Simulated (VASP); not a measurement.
A run of VASP 6.6.1 is set up as follows.

Contents of INCAR:

```
SYSTEM = B2N
  PREC = Accurate
  ENCUT = 600
  EDIFF = 1E-6
  ISMEAR = 0
  SIGMA = 0.2
  LREAL = .False.
  LASPH = .True.
  NELM = 120
  ALGO = Normal
  ISIF = 2
  LWAVE = .False.
  LCHARG = .False.
  GGA = PE
  NBANDS = 12
  GGA_COMPAT = .False.
```

The input KPOINTS:

```
Automatic mesh
0
Gamma
  5 5 9
  0 0 0
```

Contents of POSCAR:

```
B2N
1.0
    3.5827603286      0.0000000025      0.0000000000
   -1.7913801665      3.1027614590      0.0000000000
    0.0000000000      0.0000000000      1.7594392071
B N
2 1
Direct
    0.3333333333      0.6666666667      0.0000000000
    0.6666666667      0.3333333333      0.0000000000
    0.0000000000      0.0000000000      0.0000000000
```

Potentials or basis: VASP PAW PBE potentials, release 64 (B, N).

Run with:

```bash
$ cat potpaw_PBE.64/B/POTCAR potpaw_PBE.64/N/POTCAR > POTCAR
$ mpirun -np 1 vasp_std > vasp.out
```

(1) What does it give for the pressure?

## Answers

(1) -0.1 GPa.

Caveat: the k points lie up to 0.41 Å⁻¹ apart.
